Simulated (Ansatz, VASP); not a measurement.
## Hf: VASP beside Ansatz

Contents of INCAR:

```
SYSTEM = Hf
PREC = Accurate
ENCUT = 520
EDIFF = 1E-7
ISMEAR = 0
SIGMA = 0.1
LREAL = .FALSE.
LASPH = .TRUE.
NELM = 80
ALGO = Fast
ISIF = 2
LWAVE = .FALSE.
LCHARG = .FALSE.
GGA = PS
NBANDS = 11
```

Contents of KPOINTS:

```
Automatic mesh
0
G
  16 16 16
  0 0 0
```

The input POSCAR:

```
Hf
1.0
    0.0000000000      2.1867339367      2.1867339367
    2.1867339367      0.0000000000      2.1867339367
    2.1867339367      2.1867339367      0.0000000000
Hf
1
Direct
    0.0000000000      0.0000000000      0.0000000000
```

Input for Ansatz:

```yaml
crystal:
  lattice:
    - [0.0, 2.1867339367, 2.1867339367]
    - [2.1867339367, 0.0, 2.1867339367]
    - [2.1867339367, 2.1867339367, 0.0]
  atoms:
    - { symbol: Hf, position: [0.0, 0.0, 0.0] }
basis:
  ecutwfc: 420
kpoints:
  mp_grid: { grid: [16, 16, 16] }
hamiltonian:
  xc: pbesol
scf:
  occupations: { method: gaussian, width: 0.1 }
output:
  forces: true
  stress: true
  eigenvalues: true
```

Alike in both runs: task single point; functional PBEsol; k mesh 16 × 16 × 16; occupations gaussian, width 0.1 eV; no spin polarisation.

```csv
,VASP,Ansatz
version,VASP 6.6.1,Ansatz 0.2.0
potentials or method,"VASP PAW PBE potentials, release 64 (Hf_pv), cutoff 520 eV","scalar-relativistic, plane waves, PAW"
valence electrons in the cell,10,26
```

VASP gave:

| Item | Value |
| --- | --- |
| gap on the k mesh at the Fermi level (eV) | none |
| pressure (GPa) | 3.0 |

Task: Which values does Ansatz return?

Result: gap on the k mesh at the Fermi level (eV): none; pressure (GPa): 3.4.

VASP's potentials were made for PBE, not for PBEsol. A gap of «none» marks a metal or a gap that the smearing closes. The functional is the same, so the differences come from potentials, cutoffs and numerics. VASP's potentials hold 10 valence electrons a cell and Ansatz's 26, so a difference there can come from the potentials and not from the codes.

Neither program's run includes spin-orbit coupling.
